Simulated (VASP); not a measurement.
Write the native input for VASP 6.6.1 that does the following.

- Task: relaxation of cell and atoms
- Functional: PBE
- Potentials or basis: VASP PAW PBE potentials, release 64 (H, Os)
- Cutoff: 600 eV
- k mesh: 4 × 4 × 4
- Occupations: gaussian, width 0.1 eV
- Spin: no spin polarisation
- Dipole correction: no
- Further INCAR settings: ALGO = Normal; EDIFF = 1e-06; IBRION = 2; EDIFFG = -0.04; NSW = 90; ISIF = 3

The structure of H8Os3 lies in POSCAR:

```
H8Os3
1.0
    4.4792981000      0.0000000000      0.0000000000
    0.0000000000      4.4792981000      0.0000000000
    0.0000000000      0.0000000000      4.4792981000
H Os
8 3
Direct
    0.2117192700      0.0000000000      0.0000000000
    0.7882807300      0.0000000000      0.0000000000
    0.0000000000      0.2117192700      0.0000000000
    0.0000000000      0.7882807300      0.0000000000
    0.0000000000      0.0000000000      0.2117192700
    0.0000000000      0.0000000000      0.7882807300
    0.0000000000      0.0000000000      0.0000000000
    0.5000000000      0.5000000000      0.5000000000
    0.5000000000      0.0000000000      0.0000000000
    0.0000000000      0.5000000000      0.0000000000
    0.0000000000      0.0000000000      0.5000000000
```

One way to write it, as run:

INCAR

```
PREC     = Accurate       # precision mode
ENCUT    = 600            # plane-wave cutoff, eV
EDIFF    = 1E-6           # SCF threshold, eV
ISMEAR   = 0              # smearing method
SIGMA    = 0.1            # smearing width, eV
LREAL    = False          # projectors in reciprocal space
LASPH    = True           # aspherical terms in the spheres
NELM     = 100            # most SCF steps
ALGO     = Normal         # electronic algorithm
ISIF     = 3              # what is computed and relaxed
LWAVE    = False          # write WAVECAR
LCHARG   = False          # write CHGCAR
GGA      = PE             # functional
IBRION   = 2              # ionic algorithm
NSW      = 90             # ionic steps
EDIFFG   = -0.04          # ionic threshold
```

KPOINTS

```
regular mesh
0
Gamma
  4 4 4
```

Potentials or basis: VASP PAW PBE potentials, release 64 (H, Os).

Command:

```console
$ cat potpaw_PBE.64/H/POTCAR potpaw_PBE.64/Os/POTCAR > POTCAR
$ mpirun -np 1 vasp_std > vasp.out
```

Results of the run:

* Relaxed volume: 13.03 Å³/atom
* Relaxed cell: a = 5.233 Å, b = 5.233 Å, c = 5.233 Å, α = 90.00°, β = 90.00°, γ = 90.00°
* Space group after relaxing (to 0.05 Å): Pm-3m (No. 221)
* Energy gained by relaxing: 742.4 meV/atom
* Ionic steps: 13
* Pressure after relaxing: 0.1 GPa
* Largest force after relaxing: 0.018 eV/Å
* Band gap on the k mesh: zero (band 16 reaches 0.31 eV, above the bottom of band 17 at -0.16 eV)

Caveat: the volume moved by over 15 % at a fixed basis, so the end points are rough; spin-orbit coupling is left out, which moves the levels of the heavy elements.

Run time: 3.5 min on 1 thread of AMD EPYC 9R14 (Zen 4), with other jobs on the host, peak memory 0.19 GiB.
